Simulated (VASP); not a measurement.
Runs of VASP 6.6.1 on Cr. The structure is that of space group Fm-3m (No. 225), or close to it. The cells are those of the table. 

| task | spin | cell | k mesh | gap on the mesh (eV) | pressure (GPa) |
| --- | --- | --- | --- | --- | --- |
| single point | non-collinear, zero start, SOC | a = 2.507 Å, angles 60.0°, 1 atom | 15 × 15 × 15 | - | -0.1 |
| single point | off | a = 2.507 Å, angles 60.0°, 1 atom | 25 × 25 × 25 | none | (a) |
| single point | off | a = 2.540 Å, angles 60.0°, 1 atom | 25 × 25 × 25 | none | -10.0 |
| single point | off | a = 2.507 Å, angles 60.0°, 1 atom | 15 × 15 × 15 | none | -0.1 |
| single point | off | a = 2.402 Å, angles 60.0°, 1 atom | 25 × 25 × 25 | none | 45.7 |
| relaxation of cell and atoms | off | relaxed from a = 2.569 Å, angles 60.0°, 1 atom | 15 × 15 × 15 | none | -0.1 |
| single point | off | a = 2.603 Å, angles 60.0°, 1 atom | 25 × 25 × 25 | none | -24.7 |

Alike in all rows: level LDA; potentials or basis VASP PAW LDA potentials, release 64 (Cr_pv); cutoff (eV) 500; smearing fermi-dirac 0.1 eV.

Question: Estimate the missing entries.

Answer: (a) 0.0.

A gap of «none» marks levels without a gap at the run's occupations.
